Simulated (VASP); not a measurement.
# RbBr (Fm-3m) in VASP: further runs

Runs on RbBr. Level: PBE-based screened hybrid. Tasks: single point.

Everything below comes from runs of VASP 6.6.1. Logs are shortened: lines on timing, memory, paths and dates and some standing lists are left out, and cuts for length are marked.

## 1. The cell of the first run

Symmetry: Fm-3m, No. 225, cubic system. Conventional cell: a = 6.854 Å, b = 6.854 Å, c = 6.854 Å, α = 90.00°, β = 90.00°, γ = 90.00°. Within 4.5 Å of Rb (site symmetry m-3m) lie 6 Br at 3.43 Å. Br (site symmetry m-3m) has 6 Rb at 3.43 Å within 4.5 Å.

## 2. Single point, PBE-based screened hybrid

POSCAR

```
RbBr
1.0
    0.0000000000      3.4270000000      3.4270000000
    3.4270000000      0.0000000000      3.4270000000
    3.4270000000      3.4270000000      0.0000000000
Rb Br
1 1
Direct
    0.0000000000      0.0000000000      0.0000000000
    0.5000000000      0.5000000000      0.5000000000
```

INCAR.step1

```
SYSTEM = RbBr
PREC = Accurate
ENCUT = 520
EDIFF = 1E-5
ISMEAR = -1
SIGMA = 0.05
LREAL = .False.
LASPH = .True.
NELM = 60
ALGO = Normal
ISIF = 2
LWAVE = .True.
LCHARG = .False.
GGA = PE
NBANDS = 15
```

INCAR.step2

```
SYSTEM = RbBr
PREC = Accurate
ENCUT = 520
EDIFF = 1E-7
ISMEAR = -1
SIGMA = 0.05
LREAL = .False.
LASPH = .True.
NELM = 60
ALGO = Normal
ISIF = 2
LWAVE = .False.
LCHARG = .False.
GGA = PE
LHFCALC = .True.
AEXX = 0.25
HFSCREEN = 0.4
PRECFOCK = Normal
ISTART = 1
NBANDS = 15
```

KPOINTS

```
Automatic mesh
0
Gamma
  4 4 4
  0 0 0
```

Potentials or basis: VASP PAW PBE potentials, release 64 (Rb_sv, Br).

Run with:

```console
cat potpaw_PBE.64/Rb_sv/POTCAR potpaw_PBE.64/Br/POTCAR > POTCAR
cp INCAR.step1 INCAR
mpirun -np 1 vasp_std > vasp.out
cp INCAR.step2 INCAR
mpirun -np 1 vasp_std > vasp.out
```

OUTCAR:

```text
SYSTEM = RbBr
   PREC = Accurate
   ENCUT = 520
   EDIFF = 1E-7
   ISMEAR = -1
   LREAL = .False.
   LASPH = .True.
   NELM = 60
   ISIF = 2
   GGA = PE
   LHFCALC = .True.
   AEXX = 0.25
   HFSCREEN = 0.4
   PRECFOCK = Normal
   ISTART = 1

 ion  position               nearest neighbor table
   1  0.000  0.000  0.000-   2 3.43   2 3.43   2 3.43   2 3.43   2 3.43   2 3.43
   2  0.500  0.500  0.500-   1 3.43   1 3.43   1 3.43   1 3.43   1 3.43   1 3.43

  LATTYP: Found a face centered cubic cell.
 ALAT       =     6.8540000000

  Lattice vectors:

 A1 = (   0.0000000000,   3.4270000000,   3.4270000000)
 A2 = (   3.4270000000,   0.0000000000,   3.4270000000)
 A3 = (   3.4270000000,   3.4270000000,   0.0000000000)

Analysis of symmetry for initial positions (statically):
=====================================================================
 Subroutine PRICEL returns:
 Original cell was already a primitive cell.

 Routine SETGRP: Setting up the symmetry group for a
 face centered cubic supercell.

 Subroutine GETGRP returns: Found 48 space group operations
 (whereof 48 operations were pure point group operations)
 out of a pool of 48 trial point group operations.

The static configuration has the point symmetry O_h .

Analysis of symmetry for dynamics (positions and initial velocities):
=====================================================================
 Subroutine PRICEL returns:
 Original cell was already a primitive cell.

 Routine SETGRP: Setting up the symmetry group for a
 face centered cubic supercell.

 Subroutine GETGRP returns: Found 48 space group operations
 (whereof 48 operations were pure point group operations)
 out of a pool of 48 trial point group operations.

The dynamic configuration has the point symmetry O_h .

 Subroutine INISYM returns: Found 48 space group operations
 (whereof 48 operations are pure point group operations),
 and found     1 'primitive' translations

----------------------------------------------------------------------------------------

                                     Primitive cell

  volume of cell :      80.4956

  direct lattice vectors                    reciprocal lattice vectors
     0.000000000  3.427000000  3.427000000    -0.145900204  0.145900204  0.145900204
     3.427000000  0.000000000  3.427000000     0.145900204 -0.145900204  0.145900204
     3.427000000  3.427000000  0.000000000     0.145900204  0.145900204 -0.145900204

  length of vectors
     4.846509878  4.846509878  4.846509878     0.252706567  0.252706567  0.252706567

  position of ions in fractional coordinates (direct lattice)
     0.000000000  0.000000000  0.000000000
     0.500000000  0.500000000  0.500000000

  ion indices of the primitive-cell ions
   primitive index   ion index
                 1           1
                 2           2

----------------------------------------------------------------------------------------

 KPOINTS: Automatic mesh

Automatic generation of k-mesh.
 Grid dimensions read from file:
 generate k-points for:    4    4    4

 Generating k-lattice:

  Cartesian coordinates                     Fractional coordinates (reciprocal lattice)
    -0.036475051  0.036475051  0.036475051     0.250000000  0.000000000  0.000000000
     0.036475051 -0.036475051  0.036475051     0.000000000  0.250000000  0.000000000
     0.036475051  0.036475051 -0.036475051     0.000000000  0.000000000  0.250000000

  Length of vectors
     0.063176642  0.063176642  0.063176642

  Shift w.r.t. Gamma in fractional coordinates (k-lattice)
     0.000000000  0.000000000  0.000000000

 Subroutine IBZKPT returns following result:
 ===========================================

 Found      8 irreducible k-points:

 Following reciprocal coordinates:
            Coordinates               Weight
  0.000000  0.000000  0.000000      1.000000
  0.250000  0.000000  0.000000      8.000000
  0.500000  0.000000  0.000000      4.000000
  0.250000  0.250000  0.000000      6.000000
  0.500000  0.250000  0.000000     24.000000
 -0.250000  0.250000  0.000000     12.000000
  0.500000  0.500000  0.000000      3.000000
 -0.250000  0.500000  0.250000      6.000000
   k-points           NKPTS =      8   k-points in BZ     NKDIM =     64   number of bands    NBANDS=     15
   number of dos      NEDOS =    301   number of ions     NIONS =      2
   total plane-waves  NPLWV =  46656
   dimension x,y,z NGX =    36 NGY =   36 NGZ =   36
   dimension x,y,z NGXF=    72 NGYF=   72 NGZF=   72
   ions per type =               1   1
   NGX,Y,Z   is equivalent  to a cutoff of  12.35, 12.35, 12.35 a.u.
   NGXF,Y,Z  is equivalent  to a cutoff of  24.70, 24.70, 24.70 a.u.
 SYSTEM =  RbBr
   PREC   = accura    normal or accurate (medium, high low for compatibility)
   ISTART =      1    job   : 0-new  1-cont  2-samecut
   ICHARG =      0    charge: 1-file 2-atom 10-const
   ISPIN  =      1    spin polarized calculation?
   LNONCOLLINEAR =      F non collinear calculations
   LSORBIT =      F    spin-orbit coupling
   LASPH  =      T    aspherical Exc in radial PAW
   ENCUT  =  520.0 eV  38.22 Ry    6.18 a.u.   9.01  9.01  9.01*2*pi/ulx,y,z
   NELM   =     60;   NELMIN=  2; NELMDL=  0     # of ELM steps
   EDIFF  = 0.1E-06   stopping-criterion for ELM
   LREAL  =      F    real-space projection
   EDIFFG = 0.1E-05   stopping-criterion for IOM
   NSW    =      0    number of steps for IOM
   IBRION =     -1    ionic relax: 0-MD 1-quasi-New 2-CG
   NFREE  =      0    steps in history (QN), initial steepest desc. (CG)
   ISIF   =      2    stress and relaxation
   ISYM   =      3    0-nonsym 1-usesym 2-fastsym
   POTIM  = 0.5000    time-step for ionic-motion
   TEBEG  =    0.0;   TEEND  =   0.0 temperature during run
   PSTRESS=    0.0 pullay stress
   NELECT =      16.0000    total number of electrons
   NUPDOWN=      -1.0000    fix difference up-down
   EMIN   =  10.00;   EMAX   =-10.00  energy-range for DOS
   EFERMI =   0.00;   METHOD = LEGACY
   ISMEAR =    -1;   SIGMA  =   0.05  broadening in eV -4-tet -1-fermi 0-gaus
   EFERMI_NEDOS =   21; number of points for ismear=-14 and -15
   IALGO  =     38    algorithm
   IMIX   =      1    mixing-type and parameters
     AMIX     =   0.40;   BMIX     =  1.00
     AMIX_MAG =   1.60;   BMIX_MAG =  1.00
  volume/ion in A,a.u.               =      40.25       271.61
  Fermi-wavevector in a.u.,A,eV,Ry     =   0.955412  1.805467 12.419564  0.912812
  Thomas-Fermi vector in A             =   2.084247
   LORBIT       =      0    0 simple, 1 ext, 2 COOP (PROOUT), +10 PAW based schemes
   GGA     = PE    functional components
   LHFCALC =     T    Hartree Fock is set to
   PRECFOCK=normal    Normal, Fast or Accurate (Low or Medium for compatibility)
   ENCUT4O =  -1.0   cutoff for four orbital integrals eV
   NKREDX  =     1    reduce k-point grid by
   NKREDY  =     1    reduce k-point grid by
   NKREDZ  =     1    reduce k-point grid by
   AEXX    =    0.2500 exact exchange contribution
   HFSCREEN=    0.4000 screening length (either q_TF or 0.3 A-1)
   HFSCREENC=   0.4000 screening length for correlation (either q_TF or 0.3 A-1)
   ENCUTFOCK=  -1.0 apply spherical cutoff to Coloumb kernel
   IVDW    =     0    specifies the selected vdW correction
   LEPSILON=     F    determine dielectric tensor
   LRPA    =     F    only Hartree local field effects (RPA)
 non-spin polarized calculation
  energy-cutoff  :      520.00
  volume of cell :       80.50
 maximum number of plane-waves:      2200
  NGX = 28; NGY = 28; NGZ = 28

 number of electron      15.9999999 magnetization

 Free energy of the ion-electron system (eV)
  ---------------------------------------------------
  ext. energy  EPLUGINS =         0.00000000
  ---------------------------------------------------
  free energy    TOTEN  =        -6.75119085 eV

  energy without entropy =       -6.75119085  energy(sigma->0) =       -6.75119085

 E-fermi :  -1.1628     XC(G=0):  -6.3329

 val. band max:       -2.3541640242   @ k =   0.0000   0.0000   0.0000
 cond. band min:       2.7501242886   @ k =   0.0000   0.0000   0.0000
 fundamental gap:      5.1042883129
 Fermi energy:        -1.1628054074

 k-point     1 :       0.0000    0.0000    0.0000
  band No.  band energies     occupation
      1     -28.3054      2.00000
      2     -15.4373      2.00000
      3     -11.2883      2.00000
      4     -11.2883      2.00000
      5     -11.2883      2.00000
      6      -2.3542      2.00000
      7      -2.3542      2.00000
      8      -2.3542      2.00000
      9       2.7501      0.00000
     10       5.7130      0.00000
     11       5.7130      0.00000
     12       5.7130      0.00000
     13       6.6700      0.00000
     14       6.6700      0.00000
     15       9.3521      0.00000

 k-point     2 :       0.2500    0.0000    0.0000
  band No.  band energies     occupation
      1     -28.3003      2.00000
      2     -15.4577      2.00000
      3     -11.2908      2.00000
      4     -11.2908      2.00000
      5     -11.2596      2.00000
      6      -2.9064      2.00000
      7      -2.5406      2.00000
      8      -2.5406      2.00000
      9       4.0205      0.00000
     10       5.5548      0.00000
     11       6.4616      0.00000
     12       6.4616      0.00000
     13       7.5695      0.00000
     14       7.5695      0.00000
     15      10.9933      0.00000

 k-point     3 :       0.5000    0.0000    0.0000
  band No.  band energies     occupation
      1     -28.2952      2.00000
      2     -15.4778      2.00000
      3     -11.2932      2.00000
      4     -11.2932      2.00000
      5     -11.2309      2.00000
      6      -3.3425      2.00000
      7      -2.7130      2.00000
      8      -2.7130      2.00000
      9       5.1778      0.00000
     10       6.1542      0.00000
     11       8.0451      0.00000
     12       8.0451      0.00000
     13       8.6176      0.00000
     14       8.6176      0.00000
     15       9.5228      0.00000

 k-point     4 :       0.2500    0.2500    0.0000
  band No.  band energies     occupation
      1     -28.2988      2.00000
      2     -15.4369      2.00000
      3     -11.3245      2.00000
      4     -11.3245      2.00000
      5     -11.2820      2.00000
      6      -2.9586      2.00000
      7      -2.4540      2.00000
      8      -2.4540      2.00000
      9       4.1259      0.00000
     10       4.6226      0.00000
     11       7.1441      0.00000
     12       7.2482      0.00000
     13       7.2482      0.00000
     14       8.1135      0.00000
     15      10.6489      0.00000

 k-point     5 :       0.5000    0.2500    0.0000
  band No.  band energies     occupation
      1     -28.2937      2.00000
      2     -15.4290      2.00000
      3     -11.3761      2.00000
      4     -11.3276      2.00000
      5     -11.3040      2.00000
      6      -3.0169      2.00000
      7      -2.7075      2.00000
      8      -2.6153      2.00000
      9       4.8316      0.00000
     10       5.7528      0.00000
     11       7.4678      0.00000
     12       7.8753      0.00000
     13       8.2324      0.00000
     14       8.6998      0.00000
     15       9.4812      0.00000

 k-point     6 :      -0.2500    0.2500    0.0000
  band No.  band energies     occupation
      1     -28.2953      2.00000
      2     -15.4501      2.00000
      3     -11.3703      2.00000
      4     -11.2939      2.00000
      5     -11.2521      2.00000
      6      -3.1304      2.00000
      7      -2.6972      2.00000
      8      -2.6033      2.00000
      9       5.1538      0.00000
     10       5.5639      0.00000
     11       7.1197      0.00000
     12       7.2383      0.00000
     13       7.9575      0.00000
     14       9.2617      0.00000
     15       9.6027      0.00000

 k-point     7 :       0.5000    0.5000    0.0000
  band No.  band energies     occupation
      1     -28.2923      2.00000
      2     -15.3787      2.00000
      3     -11.4723      2.00000
      4     -11.3615      2.00000
      5     -11.3615      2.00000
      6      -2.8328      2.00000
      7      -2.5167      2.00000
      8      -2.5167      2.00000
      9       3.9664      0.00000
     10       5.6015      0.00000
     11       7.6255      0.00000
     12       7.7720      0.00000
     13       8.0309      0.00000
     14       9.4752      0.00000
     15       9.4752      0.00000

 k-point     8 :      -0.2500    0.5000    0.2500
  band No.  band energies     occupation
      1     -28.2922      2.00000
      2     -15.4069      2.00000
      3     -11.4167      2.00000
      4     -11.4167      2.00000
      5     -11.2651      2.00000
      6      -2.8513      2.00000
      7      -2.7046      2.00000
      8      -2.7046      2.00000
      9       5.4765      0.00000
     10       5.4765      0.00000
     11       6.7600      0.00000
     12       7.1598      0.00000
     13       9.5252      0.00000
     14       9.5417      0.00000
     15       9.6067      0.00000

------------------------ aborting loop because EDIFF is reached ----------------------------------------

  FORCE on cell =-STRESS in cart. coord.  units (eV):
  Direction    XX          YY          ZZ          XY          YZ          ZX
  --------------------------------------------------------------------------------------
  -------------------------------------------------------------------------------------
  Total        0.3952036      0.3952036      0.3952036     -0.0000000     -0.0000000      0.0000000
  in kB        7.8660947      7.8660947      7.8660947     -0.0000000     -0.0000000      0.0000000
  external PRESSURE =       7.8660947 kB  Pullay stress =       0.0000000 kB

 VOLUME and BASIS-vectors are now :
 -----------------------------------------------------------------------------
  energy-cutoff  :      520.00
  volume of cell :       80.50
      direct lattice vectors                 reciprocal lattice vectors
     0.000000000  3.427000000  3.427000000    -0.145900204  0.145900204  0.145900204
     3.427000000  0.000000000  3.427000000     0.145900204 -0.145900204  0.145900204
     3.427000000  3.427000000  0.000000000     0.145900204  0.145900204 -0.145900204

 POSITION                                       TOTAL-FORCE (eV/Angst)
 -----------------------------------------------------------------------------------
      0.00000      0.00000      0.00000         0.000000      0.000000     -0.000000
      3.42700      3.42700      3.42700        -0.000000     -0.000000      0.000000
 -----------------------------------------------------------------------------------
    total drift:                               -0.000000     -0.000000     -0.000000

  FREE ENERGIE OF THE ION-ELECTRON SYSTEM (eV)
  ---------------------------------------------------
  free  energy   TOTEN  =        -6.7511908515 eV

  energy  without entropy=       -6.7511908515  energy(sigma->0) =       -6.75119085
```

Run time: 10 min. Hardware: 1 thread of Intel Xeon Platinum 8375C at 2.90GHz (Ice Lake), shared host; peak memory 0.32 GiB.

What came out:

```
Free energy            : -6.7512 eV
Pressure               : 0.8 GPa
Band gap on the k mesh : 5.10 eV, direct
```

Caveat: the PAW data sets were made with another functional, which shifts forces and pressure a little.

## 3. Single point, PBE-based screened hybrid

POSCAR is that of step 2.

INCAR.step1

```
PREC = Accurate
ENCUT = 520
EDIFF = 1E-5
ISMEAR = -1
SIGMA = 0.05
LREAL = False
LASPH = True
NELM = 100
ALGO = Normal
ISIF = 2
LWAVE = True
LCHARG = False
NBANDS = 15
GGA = PE
```

INCAR.step2

```
PREC = Accurate
ENCUT = 520
EDIFF = 1E-6
ISMEAR = -1
SIGMA = 0.05
LREAL = False
LASPH = True
NELM = 100
ALGO = Normal
ISIF = 2
LWAVE = False
LCHARG = False
GGA = PE
LHFCALC = True
AEXX = 0.25
HFSCREEN = 0.6
PRECFOCK = Normal
NBANDS = 15
ISTART = 1
```

KPOINTS

```
regular mesh
0
Gamma
  4 4 4
```

Potentials or basis: VASP PAW PBE potentials, release 64 (Rb_sv, Br).

Run with:

```console
cat potpaw_PBE.64/Rb_sv/POTCAR potpaw_PBE.64/Br/POTCAR > POTCAR
cp INCAR.step1 INCAR
mpirun -np 1 vasp_std > vasp.out
cp INCAR.step2 INCAR
mpirun -np 1 vasp_std > vasp.out
```

OUTCAR:

```text
PREC = Accurate
   ENCUT = 520
   EDIFF = 1E-6
   ISMEAR = -1
   LREAL = False
   LASPH = True
   NELM = 100
   ISIF = 2
   GGA = PE
   LHFCALC = True
   AEXX = 0.25
   HFSCREEN = 0.6
   PRECFOCK = Normal
   ISTART = 1

 ion  position               nearest neighbor table
   1  0.000  0.000  0.000-   2 3.43   2 3.43   2 3.43   2 3.43   2 3.43   2 3.43
   2  0.500  0.500  0.500-   1 3.43   1 3.43   1 3.43   1 3.43   1 3.43   1 3.43

[... 321 lines left out ...]
     14       9.4073      0.00000
     15       9.4364      0.00000

------------------------ aborting loop because EDIFF is reached ----------------------------------------

  FORCE on cell =-STRESS in cart. coord.  units (eV):
  Direction    XX          YY          ZZ          XY          YZ          ZX
  --------------------------------------------------------------------------------------
  -------------------------------------------------------------------------------------
  Total        0.4101876      0.4101876      0.4101876      0.0000000      0.0000000      0.0000000
  in kB        8.1643350      8.1643350      8.1643350      0.0000000      0.0000000      0.0000000
  external PRESSURE =       8.1643350 kB  Pullay stress =       0.0000000 kB

 VOLUME and BASIS-vectors are now :
 -----------------------------------------------------------------------------
  energy-cutoff  :      520.00
  volume of cell :       80.50
      direct lattice vectors                 reciprocal lattice vectors
     0.000000000  3.427000000  3.427000000    -0.145900204  0.145900204  0.145900204
     3.427000000  0.000000000  3.427000000     0.145900204 -0.145900204  0.145900204
     3.427000000  3.427000000  0.000000000     0.145900204  0.145900204 -0.145900204

 POSITION                                       TOTAL-FORCE (eV/Angst)
 -----------------------------------------------------------------------------------
      0.00000      0.00000      0.00000         0.000000      0.000000      0.000000
      3.42700      3.42700      3.42700        -0.000000     -0.000000     -0.000000
 -----------------------------------------------------------------------------------
    total drift:                                0.000000      0.000000      0.000000

  FREE ENERGIE OF THE ION-ELECTRON SYSTEM (eV)
  ---------------------------------------------------
  free  energy   TOTEN  =        -6.5367702150 eV

  energy  without entropy=       -6.5367702150  energy(sigma->0) =       -6.53677022
```

Wall time 9.5 min (1 thread of Intel Xeon Platinum 8375C at 2.90GHz (Ice Lake), shared host); peak memory 0.32 GiB.

What came out:

```yaml
Free_energy: -6.5368 eV
Pressure: 0.8 GPa
Band_gap_on_the_k_mesh: 4.84 eV, direct
```

Caveat: the PAW data sets were made with another functional, which shifts forces and pressure a little.
